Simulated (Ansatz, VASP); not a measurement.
## Ta2N: VASP beside Ansatz

```
Ta N
1.0
     3.07862    0.00000    0.00000
    -1.53931    2.66616    0.00000
     0.00000    0.00000    4.82326
Ta N
2 1
Direct
  0.66667 0.33333 0.74601
  0.33333 0.66667 0.25350
  0.00000 0.00000 0.00622
```

Change from the starting cell: mode 9 (572.2 1/cm) frozen in, largest displacement +0.030 Å.

Alike in both runs: task single point; functional PBEsol; k mesh 18 × 18 × 10; occupations gaussian, width 0.15 eV; no spin polarisation.

|  | VASP | Ansatz |
| --- | --- | --- |
| version | VASP 6.6.1 | Ansatz 0.2.0 |
| potentials or method | VASP PAW PBE potentials, release 64 (Ta_pv, N), cutoff 520 eV | scalar-relativistic, plane waves, PAW |
| valence electrons in the cell | 27 | 31 |

```tsv
	VASP	Ansatz	Ansatz less VASP
gap on the k mesh at the Fermi level (eV)	none	none	-
pressure (GPa)	0.7	0.1	-0.58
traceless stress, the component that is largest in VASP (GPa)	-0.08	-0.02	+0.061
rms of the force components (eV/Å)	0.210	0.206	-0.0038
```

VASP's potentials were made for PBE, not for PBEsol. Atom by atom the forces differ by 0.026 eV/Å (rms over components). A gap of «none» marks a metal or a gap that the smearing closes. VASP's potentials hold 27 valence electrons a cell and Ansatz's 31, so a difference there can come from the potentials and not from the codes.

Spin-orbit coupling is off throughout.
